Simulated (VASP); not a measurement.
Write the native input for VASP 6.6.1 that does the following.

```
Task                   : single point
Functional             : LDA
Potentials or basis    : VASP PAW LDA potentials, release 64 (Cd, S)
Cutoff                 : 520 eV
k mesh                 : 8 × 8 × 8
Occupations            : fermi-dirac, width 0.02 eV
Spin                   : no spin polarisation
Dipole correction      : no
Further INCAR settings : ALGO = Normal; EDIFF = 1e-06; NBANDS = 16
```

The structure of CdS (Hawleyite) lies in POSCAR:

```
CdS
1.0
    0.0000000000      2.8784341227      2.8784341227
    2.8784341227      0.0000000000      2.8784341227
    2.8784341227      2.8784341227      0.0000000000
Cd S
1 1
Direct
    0.0000000000      0.0000000000      0.0000000000
    0.2500000000      0.2500000000      0.2500000000
```

These files were run (other wordings do the same):

INCAR

```
PREC = Accurate ; ENCUT = 520
EDIFF = 1E-6 ; ISMEAR = -1
SIGMA = 0.02 ; LREAL = False
LASPH = True ; NELM = 60
ALGO = Normal ; ISIF = 2
LWAVE = False ; LCHARG = False
GGA = CA ; NBANDS = 16
```

KPOINTS

```
Automatic mesh
0
Gamma
  8 8 8
```

Potentials or basis: VASP PAW LDA potentials, release 64 (Cd, S).

Run with:

```bash
$ cat potpaw_LDA.64/Cd/POTCAR potpaw_LDA.64/S/POTCAR > POTCAR
$ mpirun -np 1 vasp_std > vasp.out
```

It gave:

- Pressure: 0.5 GPa
- Band gap on the k mesh: 0.98 eV, direct

Run time: 20 s on 1 thread of Intel Xeon 6975P-C, on a shared host, peak memory 0.16 GiB.
